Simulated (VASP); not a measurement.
AlAs:

```
Al As
1.0
     0.00000    2.83040    2.83040
     2.83040    0.00000    2.83040
     2.83040    2.83040    0.00000
Al As
1 1
Direct
  0.00000 0.00000 0.00000
  0.25000 0.25000 0.25000
```

Program: VASP 6.6.1. Alike in all runs: task single point; potentials or basis VASP PAW PBE potentials, release 64 (Al, As); no spin polarisation; cell as given; k mesh 3 × 3 × 3; cutoff (eV) 400; smearing gaussian 0.01 eV.

**Question.** Order these runs on this cell by their band gap on the k mesh, lowest first.
A. level PBE-based screened hybrid with 10 % exact exchange; share of exact exchange 0.1
B. level PBE-based screened hybrid with 25 % exact exchange; share of exact exchange 0.25
C. level PBE-based screened hybrid with 40 % exact exchange; share of exact exchange 0.4

**Answer.** A (2.24 eV), B (2.72 eV), C (3.22 eV).

Caveats: all runs use coarse meshes; an odd mesh through Γ misses points on the zone boundary, where band edges can lie.
